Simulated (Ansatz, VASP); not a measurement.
PbS2 in VASP and in Ansatz

```
Pb S
1.0
     0.00000    3.39441    3.39441
     3.39441    0.00000    3.39441
     3.39441    3.39441    0.00000
Pb S
1 2
Direct
  0.00000 0.00000 0.00000
  0.25000 0.25000 0.25000
  0.75000 0.75000 0.75000
```

Alike in both runs: task electric field gradients; functional PBE; k mesh 9 × 9 × 9; occupations fermi-dirac, width 0.03 eV; no spin polarisation.

```csv
,VASP,Ansatz
version,VASP 6.6.1,Ansatz 0.2.0
potentials or method,"VASP PAW PBE potentials, release 64 (Pb_d, S)","PAW with Ansatz's default frozen-core files, scalar-relativistic"
plane-wave cutoff (eV),400,420
valence electrons in the cell,26,26
```

|  | VASP | Ansatz | Ansatz less VASP |
| --- | --- | --- | --- |
| pressure (GPa) | 0.0 | 0.0 | +0.03 |

Spin-orbit coupling is off throughout.
